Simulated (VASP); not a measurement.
# VN (Fm-3m) in VASP: notebook

VN is run at these levels: PBE; tasks: single point.

All numbers are computed with VASP 6.6.1; they aren't measurements. Logs are shortened: lines on timing, memory, paths and dates and some standing lists are left out, and cuts for length are marked.

**1. The cell of the first run**

Symmetry: Fm-3m, No. 225, cubic system. The conventional cell has a = 4.184 Å, b = 4.184 Å, c = 4.184 Å, α = 90.00°, β = 90.00°, γ = 90.00°. Within 2.8 Å of V (site symmetry m-3m) lie 6 N at 2.09 Å. N (site symmetry m-3m) has 6 V at 2.09 Å within 2.8 Å.

**2. Single point, PBE, collinear spin, ferromagnetic start**

Input file INCAR:

```
SYSTEM = VN
PREC = Accurate
ENCUT = 600
EDIFF = 1E-6
ISMEAR = 0
SIGMA = 0.1
LREAL = .False.
LASPH = .True.
NELM = 200
ALGO = Normal
ISIF = 2
LWAVE = .False.
LCHARG = .True.
ISPIN = 2
MAGMOM = 2 0
LORBIT = 11
LMAXMIX = 4
GGA = PE
LELF = .True.
LVHAR = .True.
NBANDS = 20
GGA_COMPAT = .False.
```

Input file KPOINTS:

```
Automatic mesh
0
Gamma
  8 8 8
  0 0 0
```

Input file POSCAR:

```
VN
1.0
    0.0000000000      2.0920707581      2.0920707581
    2.0920707581      0.0000000000      2.0920707581
    2.0920707581      2.0920707581      0.0000000000
V N
1 1
Direct
    0.5000000000      0.5000000000      0.5000000000
    0.0000000000      0.0000000000      0.0000000000
```

Potentials or basis: VASP PAW PBE potentials, release 64 (V_sv, N).

Started as:

```bash
$ cat potpaw_PBE.64/V_sv/POTCAR potpaw_PBE.64/N/POTCAR > POTCAR
$ mpirun -np 1 vasp_std > vasp.out
```

OUTCAR:

```text
SYSTEM = VN
   PREC = Accurate
   ENCUT = 600
   EDIFF = 1E-6
   ISMEAR = 0
   LREAL = .False.
   LASPH = .True.
   NELM = 200
   ISIF = 2
   ISPIN = 2
   LORBIT = 11
   GGA = PE

 ion  position               nearest neighbor table
   1  0.500  0.500  0.500-   2 2.09   2 2.09   2 2.09   2 2.09   2 2.09   2 2.09
   2  0.000  0.000  0.000-   1 2.09   1 2.09   1 2.09   1 2.09   1 2.09   1 2.09

  LATTYP: Found a face centered cubic cell.
 ALAT       =     4.1841415162

  Lattice vectors:

 A1 = (   0.0000000000,   2.0920707581,   2.0920707581)
 A2 = (   2.0920707581,   0.0000000000,   2.0920707581)
 A3 = (   2.0920707581,   2.0920707581,   0.0000000000)

Analysis of symmetry for initial positions (statically):
=====================================================================
 Subroutine PRICEL returns:
 Original cell was already a primitive cell.

 Routine SETGRP: Setting up the symmetry group for a
 face centered cubic supercell.

 Subroutine GETGRP returns: Found 48 space group operations
 (whereof 48 operations were pure point group operations)
 out of a pool of 48 trial point group operations.

The static configuration has the point symmetry O_h .

Analysis of symmetry for dynamics (positions and initial velocities):
=====================================================================
 Subroutine PRICEL returns:
 Original cell was already a primitive cell.

 Routine SETGRP: Setting up the symmetry group for a
 face centered cubic supercell.

 Subroutine GETGRP returns: Found 48 space group operations
 (whereof 48 operations were pure point group operations)
 out of a pool of 48 trial point group operations.

The dynamic configuration has the point symmetry O_h .

Analysis of structural, dynamic, and magnetic symmetry:
=====================================================================
 Subroutine PRICEL returns:
 Original cell was already a primitive cell.

 Routine SETGRP: Setting up the symmetry group for a
 face centered cubic supercell.

 Subroutine GETGRP returns: Found 48 space group operations
 (whereof 48 operations were pure point group operations)
 out of a pool of 48 trial point group operations.

The overall configuration has the point symmetry O_h .

 Subroutine INISYM returns: Found 48 space group operations
 (whereof 48 operations are pure point group operations),
 and found     1 'primitive' translations

----------------------------------------------------------------------------------------

                                     Primitive cell

  volume of cell :      18.3130

  direct lattice vectors                    reciprocal lattice vectors
     0.000000000  2.092070758  2.092070758    -0.238997652  0.238997652  0.238997652
[... 106 lines left out ...]
     AMIX_MAG =   1.60;   BMIX_MAG =  1.00
  volume/ion in A,a.u.               =       9.16        61.79
  Fermi-wavevector in a.u.,A,eV,Ry     =   1.627718  3.075942 36.048194  2.649467
  Thomas-Fermi vector in A             =   2.720468
   LORBIT       =     11    0 simple, 1 ext, 2 COOP (PROOUT), +10 PAW based schemes
   GGA     = PE    functional components
   LHFCALC =     F    Hartree Fock is set to
   AEXX    =    0.0000 exact exchange contribution
   IVDW    =     0    specifies the selected vdW correction
   LEPSILON=     F    determine dielectric tensor
   LRPA    =     F    only Hartree local field effects (RPA)
 spin polarized calculation
 Gauss-broadening in eV      SIGMA  =   0.10
  energy-cutoff  :      600.00
  volume of cell :       18.31
 maximum number of plane-waves:       620
   NGX = 11   NGY = 11   NGZ = 11

 number of electron      17.9999995 magnetization       0.1770581

 Free energy of the ion-electron system (eV)
  ---------------------------------------------------
  ext. energy  EPLUGINS =         0.00000000
  ---------------------------------------------------
  free energy    TOTEN  =       -19.27077332 eV

  energy without entropy =      -19.25961806  energy(sigma->0) =      -19.26519569

 E-fermi :  11.3015     XC(G=0): -13.3410

 val. band max:       11.2872823663   @ k =   0.5000   0.1250   0.0000
 cond. band min:      11.3123915180   @ k =  -0.3750   0.2500   0.1250
 fundamental gap:      0.0251091518
 Fermi energy:        11.3014642682

 spin component 1

 k-point     1 :       0.0000    0.0000    0.0000
  band No.  band energies     occupation
      1     -54.2295      1.00000
      2     -27.8846      1.00000
      3     -27.8846      1.00000
      4     -27.8846      1.00000
      5      -6.3314      1.00000
      6       9.1584      1.00000
[... 541 lines left out ...]
     19      34.7508      0.00000
     20      39.0888      0.00000

 [... further k-points ...]

 spin component 2

 k-point     1 :       0.0000    0.0000    0.0000
  band No.  band energies     occupation
      1     -54.0586      1.00000
      2     -27.7155      1.00000
      3     -27.7155      1.00000
      4     -27.7155      1.00000
      5      -6.3139      1.00000
      6       9.1637      1.00000
[... 541 lines left out ...]
     19      34.8111      0.00000
     20      39.1567      0.00000

 [... further k-points ...]
[... 5 lines left out ...]
  --------------------------------------------------------------------------------------
  -------------------------------------------------------------------------------------
  Total       -1.5164317     -1.5164317     -1.5164317      0.0000000      0.0000000      0.0000000
  in kB     -132.6704898   -132.6704898   -132.6704898      0.0000000      0.0000000      0.0000000
  external PRESSURE =    -132.6704898 kB  Pullay stress =       0.0000000 kB

 VOLUME and BASIS-vectors are now :
 -----------------------------------------------------------------------------
  energy-cutoff  :      600.00
  volume of cell :       18.31
      direct lattice vectors                 reciprocal lattice vectors
     0.000000000  2.092070758  2.092070758    -0.238997652  0.238997652  0.238997652
     2.092070758  0.000000000  2.092070758     0.238997652 -0.238997652  0.238997652
     2.092070758  2.092070758  0.000000000     0.238997652  0.238997652 -0.238997652

 POSITION                                       TOTAL-FORCE (eV/Angst)
 -----------------------------------------------------------------------------------
      2.09207      2.09207      2.09207        -0.000000     -0.000000      0.000000
      0.00000      0.00000      0.00000         0.000000      0.000000      0.000000
 -----------------------------------------------------------------------------------
    total drift:                                0.000000     -0.000000      0.000000

  FREE ENERGIE OF THE ION-ELECTRON SYSTEM (eV)
  ---------------------------------------------------
  free  energy   TOTEN  =       -19.2707733182 eV

  energy  without entropy=      -19.2596180587  energy(sigma->0) =      -19.26519569

 total charge

# of ion       s       p       d       tot
------------------------------------------
    1        2.226   6.252   3.090  11.569
    2        1.240   2.476   0.000   3.716
--------------------------------------------------
tot          3.466   8.728   3.090  15.284

 magnetization (x)

# of ion       s       p       d       tot
------------------------------------------
    1        0.001   0.001   0.162   0.164
    2        0.000   0.001   0.000   0.001
--------------------------------------------------
tot          0.002   0.002   0.162   0.165
```

stdout:

```text
POSCAR found type information on POSCAR V N
 POSCAR found :  2 types and       2 ions
 scaLAPACK will be used
 LDA part: xc-table for (Slater+PW92), standard interpolation
 POSCAR, INCAR and KPOINTS ok, starting setup
 FFT: planning ... GRIDC
 FFT: planning ... GRID_SOFT
 FFT: planning ... GRID
 WAVECAR not read
 entering main loop
```

Run time: 11 s. Hardware: 1 thread of Intel Xeon 6975P-C (Granite Rapids), shared host; peak memory 0.15 GiB.

What came out:

| Property | Result |
| --- | --- |
| Free energy | -19.2708 eV |
| Pressure | -13.3 GPa |
| Net moment | 0.18 μB per cell |
| Site moments | V +0.16; N +0.00 μB |
| Valence electrons inside the program's atomic spheres | V 11.57; N 3.72 |

**3. Single point, PBE**

This run uses another cell than the first one, of 8.72 Å³/atom, 0.952 times its volume.

Input file INCAR:

```
SYSTEM = VN
PREC = Accurate
ENCUT = 600
EDIFF = 1E-6
ISMEAR = 0
SIGMA = 0.1
LREAL = .False.
LASPH = .True.
NELM = 120
ALGO = Normal
ISIF = 2
LWAVE = .False.
LCHARG = .False.
GGA = PE
NBANDS = 16
GGA_COMPAT = .False.
```

Input file KPOINTS:

```
regular mesh
0
Gamma
  18 18 18
  0 0 0
```

Input file POSCAR:

```
VN
1.0
    0.0000000000      2.0581602468      2.0581602468
    2.0581602468      0.0000000000      2.0581602468
    2.0581602468      2.0581602468      0.0000000000
V N
1 1
Direct
    0.5000000000      0.5000000000      0.5000000000
    0.0000000000      0.0000000000      0.0000000000
```

Potentials or basis: VASP PAW PBE potentials, release 64 (V_sv, N).

Started as:

```bash
$ cat potpaw_PBE.64/V_sv/POTCAR potpaw_PBE.64/N/POTCAR > POTCAR
$ mpirun -np 1 vasp_std > vasp.out
```

It took 21 s on 1 thread of Intel Xeon 6975P-C (Granite Rapids), shared host; peak memory 0.19 GiB.

The run converged. Its results:

| Quantity | Value |
| --- | --- |
| Free energy | -19.3079 eV |
| Pressure | 0.6 GPa |
| Band gap on the k mesh | zero (band 9 reaches 12.61 eV, above the bottom of band 10 at 10.48 eV) |

Levels at points of the mesh, in eV from the Fermi level:
```csv
k point,band 7,band 8,band 9,band 10,band 11,band 12
"(0.00, 0.00, 0.00)",-2.23,-2.23,-1.54,-1.54,-1.54,-0.47
"(0.50, 0.00, 0.00)",-6.10,-6.10,0.60,0.60,1.47,5.02
"(0.50, 0.50, 0.00)",-3.83,-3.66,-3.66,0.51,1.22,1.22
```

Caveat: the run has no spin polarisation, though such a crystal can be magnetic. With open d or f shells a metallic result of PBE can be an artefact of self-interaction; +U or a hybrid may open a gap.
